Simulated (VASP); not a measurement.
# AlNi3 (Pm-3m) in VASP: further runs

AlNi3 is run at these levels: PBEsol, PBE+D4, PBE; tasks: single point, relaxation of cell and atoms.

All numbers are computed with VASP 6.6.1; they aren't measurements. Logs are shortened: lines on timing, memory, paths and dates and some standing lists are left out, and cuts for length are marked.

## Step 1: The cell of the first run

Symmetry: Pm-3m, No. 221, cubic system. The conventional cell has a = 3.523 Å, b = 3.523 Å, c = 3.523 Å, α = 90.00°, β = 90.00°, γ = 90.00°. Within 3.3 Å of Ni (site symmetry 4/mmm) lie 8 Ni at 2.49 Å and 4 Al at 2.49 Å. Within 3.3 Å of Al (site symmetry m-3m) lie 12 Ni at 2.49 Å.

## Step 2: Single point, PBEsol, collinear spin, ferromagnetic start

The input, INCAR:

```
  PREC = Accurate
  ENCUT = 590
  EDIFF = 1E-6
  ISMEAR = -1
  SIGMA = 0.05
  LREAL = False
  LASPH = True
  NELM = 200
  ALGO = Normal
  ISIF = 2
  LWAVE = False
  LCHARG = False
  ISPIN = 2
  MAGMOM = 2 2 2 0
  LORBIT = 11
  NUPDOWN = 6.0
  LMAXMIX = 4
  GGA = PS
  NBANDS = 40
  GGA_COMPAT = False
```

The input, KPOINTS:

```
Automatic mesh
0
Gamma
  6 6 6
```

The input, POSCAR:

```
AlNi3
1.0
    3.5230547267      0.0000000000      0.0000000000
    0.0000000000      3.5230547267      0.0000000000
    0.0000000000      0.0000000000      3.5230547267
Ni Al
3 1
Direct
    0.5000000000      0.5000000000      0.0000000000
    0.5000000000      0.0000000000      0.5000000000
    0.0000000000      0.5000000000      0.5000000000
    0.0000000000      0.0000000000      0.0000000000
```

Potentials or basis: VASP PAW PBE potentials, release 64 (Ni_sv_GW, Al).

Command:

```sh
> cat potpaw_PBE.64/Ni_sv_GW/POTCAR potpaw_PBE.64/Al/POTCAR > POTCAR
> mpirun -np 1 vasp_std > vasp.out
```

OUTCAR:

```text
PREC = Accurate
   ENCUT = 590
   EDIFF = 1E-6
   ISMEAR = -1
   LREAL = False
   LASPH = True
   NELM = 200
   ISIF = 2
   ISPIN = 2
   LORBIT = 11
   NUPDOWN = 6.0
   GGA = PS

 ion  position               nearest neighbor table
   1  0.500  0.500  0.000-   2 2.49   3 2.49   4 2.49   2 2.49   3 2.49   2 2.49   4 2.49   2 2.49
                             3 2.49   4 2.49   3 2.49   4 2.49
   2  0.500  0.000  0.500-   1 2.49   3 2.49   4 2.49   1 2.49   4 2.49   1 2.49   3 2.49   1 2.49
                             3 2.49   4 2.49   4 2.49   3 2.49
   3  0.000  0.500  0.500-   1 2.49   2 2.49   4 2.49   1 2.49   4 2.49   2 2.49   4 2.49   4 2.49
                             1 2.49   2 2.49   1 2.49   2 2.49
   4  0.000  0.000  0.000-   1 2.49   2 2.49   3 2.49   2 2.49   3 2.49   1 2.49   3 2.49   3 2.49
                             1 2.49   2 2.49   2 2.49   1 2.49

  LATTYP: Found a simple cubic cell.
 ALAT       =     3.5230547267

  Lattice vectors:

 A1 = (   3.5230547267,   0.0000000000,   0.0000000000)
 A2 = (   0.0000000000,   3.5230547267,   0.0000000000)
 A3 = (   0.0000000000,   0.0000000000,   3.5230547267)

Analysis of symmetry for initial positions (statically):
=====================================================================
 Subroutine PRICEL returns:
 Original cell was already a primitive cell.

 Routine SETGRP: Setting up the symmetry group for a
 simple cubic supercell.

 Subroutine GETGRP returns: Found 48 space group operations
 (whereof 48 operations were pure point group operations)
 out of a pool of 48 trial point group operations.

The static configuration has the point symmetry O_h .

Analysis of symmetry for dynamics (positions and initial velocities):
=====================================================================
 Subroutine PRICEL returns:
 Original cell was already a primitive cell.

 Routine SETGRP: Setting up the symmetry group for a
 simple cubic supercell.

 Subroutine GETGRP returns: Found 48 space group operations
 (whereof 48 operations were pure point group operations)
 out of a pool of 48 trial point group operations.

The dynamic configuration has the point symmetry O_h .

Analysis of structural, dynamic, and magnetic symmetry:
=====================================================================
 Subroutine PRICEL returns:
 Original cell was already a primitive cell.

 Routine SETGRP: Setting up the symmetry group for a
 simple cubic supercell.

 Subroutine GETGRP returns: Found 48 space group operations
 (whereof 48 operations were pure point group operations)
 out of a pool of 48 trial point group operations.

The overall configuration has the point symmetry O_h .

 Subroutine INISYM returns: Found 48 space group operations
 (whereof 48 operations are pure point group operations),
 and found     1 'primitive' translations

----------------------------------------------------------------------------------------

                                     Primitive cell

  volume of cell :      43.7279

  direct lattice vectors                    reciprocal lattice vectors
     3.523054727  0.000000000  0.000000000     0.283844583  0.000000000  0.000000000
     0.000000000  3.523054727  0.000000000     0.000000000  0.283844583  0.000000000
     0.000000000  0.000000000  3.523054727     0.000000000  0.000000000  0.283844583

  length of vectors
     3.523054727  3.523054727  3.523054727     0.283844583  0.283844583  0.283844583

  position of ions in fractional coordinates (direct lattice)
     0.500000000  0.500000000  0.000000000
     0.500000000  0.000000000  0.500000000
     0.000000000  0.500000000  0.500000000
     0.000000000  0.000000000  0.000000000

  ion indices of the primitive-cell ions
   primitive index   ion index
                 1           1
                 2           2
                 3           3
                 4           4

----------------------------------------------------------------------------------------

 KPOINTS: Automatic mesh

Automatic generation of k-mesh.
 Grid dimensions read from file:
[... 58 lines left out ...]
  band No.  band energies     occupation
      1     -96.0085      1.00000
      2     -95.9808      1.00000
      3     -95.9792      1.00000
      4     -56.6303      1.00000
      5     -56.6303      1.00000
      6     -56.6281      1.00000
[... 763 lines left out ...]
     39      26.5750      0.00000
     40      27.0878      0.00000

 k-point    20 :       0.5000    0.5000    0.5000
  band No.  band energies     occupation
      1     -95.9890      1.00000
      2     -95.9890      1.00000
      3     -95.9890      1.00000
      4     -56.7275      1.00000
      5     -56.5478      1.00000
      6     -56.5478      1.00000
[... 32 lines left out ...]
     39      28.7529      0.00000
     40      28.9722      0.00000
 Fermi energy:         7.6840499661

 spin component 2

 k-point     1 :       0.0000    0.0000    0.0000
  band No.  band energies     occupation
      1     -94.2503      1.00000
      2     -94.2167      1.00000
      3     -94.2167      1.00000
      4     -54.8568      1.00000
      5     -54.8568      1.00000
      6     -54.8568      1.00000
[... 32 lines left out ...]
     39      23.0958      0.00000
     40      23.1104      0.00000

 k-point     2 :       0.1667    0.0000    0.0000
  band No.  band energies     occupation
      1     -94.2483      1.00000
      2     -94.2194      1.00000
      3     -94.2178      1.00000
      4     -54.8520      1.00000
      5     -54.8520      1.00000
      6     -54.8482      1.00000
[... 763 lines left out ...]
     39      27.4683      0.00000
     40      27.9328      0.00000

 k-point    20 :       0.5000    0.5000    0.5000
  band No.  band energies     occupation
      1     -94.2280      1.00000
      2     -94.2280      1.00000
      3     -94.2280      1.00000
      4     -54.9214      1.00000
      5     -54.8227      1.00000
      6     -54.8227      1.00000
[... 32 lines left out ...]
     39      29.6166      0.00000
     40      29.6515      0.00000

------------------------ aborting loop because EDIFF is reached ----------------------------------------

  FORCE on cell =-STRESS in cart. coord.  units (eV):
  Direction    XX          YY          ZZ          XY          YZ          ZX
  --------------------------------------------------------------------------------------
  -------------------------------------------------------------------------------------
  Total        7.1530559      7.1530559      7.1530559      0.0000000     -0.0000000      0.0000000
  in kB      262.0861279    262.0861279    262.0861279      0.0000000     -0.0000000      0.0000000
  external PRESSURE =     262.0861279 kB  Pullay stress =       0.0000000 kB

 VOLUME and BASIS-vectors are now :
 -----------------------------------------------------------------------------
  energy-cutoff  :      590.00
  volume of cell :       43.73
      direct lattice vectors                 reciprocal lattice vectors
     3.523054727  0.000000000  0.000000000     0.283844583  0.000000000  0.000000000
     0.000000000  3.523054727  0.000000000     0.000000000  0.283844583  0.000000000
     0.000000000  0.000000000  3.523054727     0.000000000  0.000000000  0.283844583

 POSITION                                       TOTAL-FORCE (eV/Angst)
 -----------------------------------------------------------------------------------
      1.76153      1.76153      0.00000         0.000000      0.000000      0.000000
      1.76153      0.00000      1.76153         0.000000      0.000000      0.000000
      0.00000      1.76153      1.76153         0.000000      0.000000      0.000000
      0.00000      0.00000      0.00000         0.000000      0.000000      0.000000
 -----------------------------------------------------------------------------------
    total drift:                                0.000000      0.000000      0.000000

  FREE ENERGIE OF THE ION-ELECTRON SYSTEM (eV)
  ---------------------------------------------------
  free  energy   TOTEN  =       -20.6787676118 eV

  energy  without entropy=      -20.6283726191  energy(sigma->0) =      -20.65357012

 total charge

# of ion       s       p       d       f       tot
--------------------------------------------------
    1        2.287   6.408   7.661   0.004  16.360
    2        2.287   6.408   7.661   0.004  16.360
    3        2.287   6.408   7.661   0.004  16.360
    4        0.413   0.467   0.000   0.000   0.880
--------------------------------------------------
tot          7.275  19.691  22.982   0.013  49.961

 magnetization (x)

# of ion       s       p       d       f       tot
--------------------------------------------------
    1        0.053   0.145   1.401   0.001   1.600
    2        0.053   0.145   1.401   0.001   1.600
    3        0.053   0.145   1.401   0.001   1.600
    4        0.068   0.143   0.000   0.000   0.212
--------------------------------------------------
tot          0.228   0.577   4.203   0.003   5.012
```

Run time: 62 s. Hardware: 1 thread of Intel Xeon 6975P-C (Granite Rapids), shared host; peak memory 0.22 GiB.

Results:

* Free energy: -20.6788 eV
* Pressure: 26.2 GPa
* Net moment: 6.00 μB per cell
* Site moments: Ni +1.60; Al +0.21 μB
* Valence electrons inside the program's atomic spheres: Ni 16.36; Al 0.88

Caveat: the PAW data sets were made with another functional, which shifts forces and pressure a little; the total moment is fixed, so each spin has its own Fermi level.

## Step 3: Single point, PBEsol, collinear spin, ferromagnetic start

The input, INCAR:

```
SYSTEM = AlNi3
PREC = Accurate
ENCUT = 590
EDIFF = 1E-6
ISMEAR = -1
SIGMA = 0.05
LREAL = .FALSE.
LASPH = .TRUE.
NELM = 200
ALGO = Normal
ISIF = 2
LWAVE = .FALSE.
LCHARG = .FALSE.
ISPIN = 2
MAGMOM = 1.26667 1.26667 1.26667 0
LORBIT = 11
NUPDOWN = 3.8
LMAXMIX = 4
GGA = PS
NBANDS = 40
GGA_COMPAT = .FALSE.
```

The input, KPOINTS:

```
regular mesh
0
G
  6 6 6
  0 0 0
```

POSCAR is that of step 2.

Potentials or basis: VASP PAW PBE potentials, release 64 (Ni_sv_GW, Al).

Command:

```sh
> cat potpaw_PBE.64/Ni_sv_GW/POTCAR potpaw_PBE.64/Al/POTCAR > POTCAR
> mpirun -np 1 vasp_std > vasp.out
```

It took 55 s on 1 thread of Intel Xeon 6975P-C (Granite Rapids), shared host; peak memory 0.22 GiB.

It converged, with:

| Quantity | Value |
| --- | --- |
| Free energy | -25.1011 eV |
| Pressure | 7.8 GPa |
| Net moment | 3.80 μB per cell |
| Site moments | Ni +1.10; Al +0.10 μB |
| Valence electrons inside the program's atomic spheres | Ni 16.40; Al 0.85 |

Caveat: the PAW data sets were made with another functional, which shifts forces and pressure a little; the total moment is fixed, so each spin has its own Fermi level.

## Step 4: Relaxation of cell and atoms, PBE+D4, collinear spin, ferromagnetic start

The input, INCAR:

```
SYSTEM = AlNi3
PREC = Accurate ; ENCUT = 600
EDIFF = 1E-7 ; ISMEAR = -1
SIGMA = 0.05 ; LREAL = .FALSE.
LASPH = .TRUE. ; NELM = 150
ALGO = Fast ; ISIF = 3
LWAVE = .FALSE. ; LCHARG = .FALSE.
ISPIN = 2 ; MAGMOM = 1 1 1 0
LORBIT = 11 ; LMAXMIX = 4
GGA = PE ; IVDW = 13
IBRION = 2 ; NSW = 60
EDIFFG = -0.01
```

The input, KPOINTS:

```
Automatic mesh
0
G
  8 8 8
  0 0 0
```

POSCAR is that of step 3.

Potentials or basis: VASP PAW PBE potentials, release 64 (Ni, Al).

Command:

```sh
> cat potpaw_PBE.64/Ni/POTCAR potpaw_PBE.64/Al/POTCAR > POTCAR
> mpirun -np 1 vasp_std > vasp.out
```

Run time: 2.3 min. Hardware: 1 thread of Intel Xeon Platinum 8488C (Sapphire Rapids), shared host; peak memory 0.21 GiB.

The run converged. Its results:

```yaml
Free_energy: -23.7348 eV
Relaxed_volume: 10.98 Å³/atom
Relaxed_cell: a = 3.528 Å, b = 3.528 Å, c = 3.528 Å, α = 90.00°, β = 90.00°, γ = 90.00°
Space_group_after_relaxing_to_0.05_Å: Pm-3m (No. 221)
Energy_gained_by_relaxing: 0.1 meV/atom
Ionic_steps: 3
Pressure_after_relaxing: 0.0 GPa
Net_moment: 0.67 μB per cell
Site_moments: Ni +0.24; Al -0.01 μB
Valence_electrons_inside_the_program's_atomic_spheres: Ni 9.44; Al 0.81
Dispersion_energy_per_atom: -0.464 eV
```

The path:
```
step  energy change (eV)  largest force (eV/Å)  pressure (GPa)  volume (Å³)
   1              0.0000                0.0000            0.94        43.73
   2              0.0001                0.0000           -0.92        44.14
   3             -0.0005                0.0000            0.02        43.92
```

Final structure:
```
Ni Al
1.0
     3.52818    0.00000    0.00000
     0.00000    3.52818    0.00000
     0.00000    0.00000    3.52818
Ni Al
3 1
Direct
  0.50000 0.50000 0.00000
  0.50000 0.00000 0.50000
  0.00000 0.50000 0.50000
  0.00000 0.00000 0.00000
```

Levels at points of the mesh, in eV from the Fermi level:
Spin up:
| k point | band 14 | band 15 | band 16 | band 17 | band 18 | band 19 | band 20 | band 21 |
| --- | --- | --- | --- | --- | --- | --- | --- | --- |
| (0.00, 0.00, 0.00) | -0.06 | -0.06 | -0.06 | 0.88 | 0.88 | 0.88 | 6.70 | 6.70 |
| (0.50, 0.00, 0.00) | -1.19 | -1.06 | -0.51 | -0.06 | 5.63 | 5.63 | 5.67 | 5.67 |
| (0.50, 0.50, 0.00) | -1.22 | -0.99 | -0.98 | -0.59 | 0.88 | 0.88 | 8.29 | 8.29 |
| (0.50, 0.50, 0.50) | -1.09 | -1.09 | -0.24 | -0.24 | -0.24 | -0.20 | 3.54 | 4.15 |
Spin down:
| k point | band 14 | band 15 | band 16 | band 17 | band 18 | band 19 |
| --- | --- | --- | --- | --- | --- | --- |
| (0.00, 0.00, 0.00) | 0.35 | 0.35 | 0.35 | 0.85 | 0.85 | 0.85 |
| (0.50, 0.00, 0.00) | -0.96 | -0.84 | -0.33 | 0.35 | 5.68 | 5.68 |
| (0.50, 0.50, 0.00) | -1.11 | -0.81 | -0.61 | -0.46 | 1.16 | 1.16 |
| (0.50, 0.50, 0.50) | -0.92 | -0.92 | -0.22 | 0.11 | 0.11 | 0.11 |

Caveat: pairwise dispersion overbinds metals, which lowers pressure and volume.

## Step 5: Single point, PBEsol, collinear spin, ferromagnetic start

The input, INCAR:

```
PREC     = Accurate       # precision mode
ENCUT    = 590            # plane-wave cutoff, eV
EDIFF    = 1E-6           # SCF threshold, eV
ISMEAR   = -1             # smearing method
SIGMA    = 0.05           # smearing width, eV
LREAL    = False          # projectors in reciprocal space
LASPH    = True           # aspherical terms in the spheres
NELM     = 200            # most SCF steps
ALGO     = Normal         # electronic algorithm
ISIF     = 2              # what is computed and relaxed
LWAVE    = False          # write WAVECAR
LCHARG   = False          # write CHGCAR
ISPIN    = 2              # spin polarisation
MAGMOM   = 0.266667 0.266667 0.266667 0 # initial moments
LORBIT   = 11             # projections on sites
NUPDOWN  = 0.8            # fixed moment
LMAXMIX  = 4              # l up to which the mixer works
GGA      = PS             # functional
NBANDS   = 40             # bands
GGA_COMPAT= False
```

The input, KPOINTS:

```
regular mesh
0
Gamma
  6 6 6
```

POSCAR is that of step 4.

Potentials or basis: VASP PAW PBE potentials, release 64 (Ni_sv_GW, Al).

Command:

```sh
> cat potpaw_PBE.64/Ni_sv_GW/POTCAR potpaw_PBE.64/Al/POTCAR > POTCAR
> mpirun -np 1 vasp_std > vasp.out
```

Run time: 90 s. Hardware: 1 thread of Intel Xeon Platinum 8488C (Sapphire Rapids), shared host; peak memory 0.22 GiB.

It converged, with:

```
Free energy                                           : -27.0969 eV
Pressure                                              : -3.6 GPa
Net moment                                            : 0.80 μB per cell
Site moments                                          : Ni +0.29; Al -0.01 μB
Valence electrons inside the program's atomic spheres : Ni 16.44; Al 0.82
```

Caveat: the PAW data sets were made with another functional, which shifts forces and pressure a little; the total moment is fixed, so each spin has its own Fermi level.

## Step 6: Single point, PBE, collinear spin, ferromagnetic start

The input, INCAR:

```
SYSTEM = AlNi3
PREC = Accurate
ENCUT = 520
EDIFF = 1E-6
ISMEAR = 0
SIGMA = 0.012
LREAL = .FALSE.
LASPH = .TRUE.
NELM = 150
ALGO = Normal
ISIF = 2
LWAVE = .FALSE.
LCHARG = .FALSE.
ISPIN = 2
MAGMOM = 1 1 1 0
LORBIT = 11
LMAXMIX = 4
GGA = PE
NBANDS = 28
```

The input, KPOINTS:

```
Automatic mesh
0
G
  8 8 8
  0 0 0
```

POSCAR is that of step 5.

Potentials or basis: VASP PAW PBE potentials, release 64 (Ni, Al).

Command:

```sh
> cat potpaw_PBE.64/Ni/POTCAR potpaw_PBE.64/Al/POTCAR > POTCAR
> mpirun -np 1 vasp_std > vasp.out
```

It took 51 s on 1 thread of AMD EPYC 9R45 (Zen 5), shared host; peak memory 0.18 GiB.

It converged, with:

```yaml
Free_energy: -21.8567 eV
Pressure: 7.4 GPa
Net_moment: 0.75 μB per cell
Site_moments: Ni +0.27; Al -0.01 μB
Valence_electrons_inside_the_program's_atomic_spheres: Ni 9.45; Al 0.82
```

Levels at points of the mesh, in eV from the Fermi level:
Spin up:
```
           k point  band 13  band 14  band 15  band 16  band 17  band 18  band 19  band 20  band 21  band 22
(0.00, 0.00, 0.00)    -0.27    -0.09    -0.09    -0.09     0.89     0.89     0.89     6.73     6.73     7.58
(0.50, 0.00, 0.00)    -1.27    -1.20    -1.08    -0.52    -0.09     5.66     5.66     5.69     5.69     6.55
(0.50, 0.50, 0.00)    -1.35    -1.23    -1.03    -0.99    -0.59     0.87     0.87     8.32     8.32     8.38
(0.50, 0.50, 0.50)    -1.34    -1.10    -1.10    -0.27    -0.27    -0.27    -0.20     3.58     4.16     4.16
```
Spin down:
| k point | band 13 | band 14 | band 15 | band 16 | band 17 | band 18 | band 19 | band 20 |
| --- | --- | --- | --- | --- | --- | --- | --- | --- |
| (0.00, 0.00, 0.00) | 0.03 | 0.38 | 0.38 | 0.38 | 0.85 | 0.85 | 0.85 | 6.82 |
| (0.50, 0.00, 0.00) | -0.94 | -0.94 | -0.83 | -0.32 | 0.38 | 5.71 | 5.71 | 5.74 |
| (0.50, 0.50, 0.00) | -1.17 | -1.11 | -0.80 | -0.59 | -0.45 | 1.18 | 1.18 | 8.36 |
| (0.50, 0.50, 0.50) | -1.19 | -0.91 | -0.91 | -0.23 | 0.13 | 0.13 | 0.13 | 3.67 |

## Step 7: Summary

```csv
task,level,potentials or basis,fixed moment (μB),cell,k mesh,cutoff (eV),smearing,second run,gap on the mesh (eV),pressure (GPa),moment (μB)
single point,PBEsol,"VASP PAW PBE potentials, release 64 (Ni_sv_GW, Al)",6.0,as given,6 × 6 × 6,590,fermi-dirac 0.05 eV,valence_matched,-,26.2,6.00
single point,PBEsol,"VASP PAW PBE potentials, release 64 (Ni_sv_GW, Al)",3.8,as given,6 × 6 × 6,590,fermi-dirac 0.05 eV,valence_matched,-,7.8,3.80
relaxation of cell and atoms,PBE+D4,"VASP PAW PBE potentials, release 64 (Ni, Al)",-,relaxed,8 × 8 × 8,600,fermi-dirac 0.05 eV,-,none,0.0,0.67
single point,PBEsol,"VASP PAW PBE potentials, release 64 (Ni_sv_GW, Al)",0.8,as given,6 × 6 × 6,590,fermi-dirac 0.05 eV,valence_matched,-,-3.6,0.80
single point,PBE,"VASP PAW PBE potentials, release 64 (Ni, Al)",-,as given,8 × 8 × 8,520,gaussian 0.012 eV,-,none,7.4,0.75
```

Alike in all rows: spin collinear, ferromagnetic start.

Caveats: the PAW data sets were made with another functional, which shifts forces and pressure a little (some runs); the total moment is fixed, so each spin has its own Fermi level (some runs); pairwise dispersion overbinds metals, which lowers pressure and volume (some runs).

Absolute energies hang on the potentials; compare differences alone.
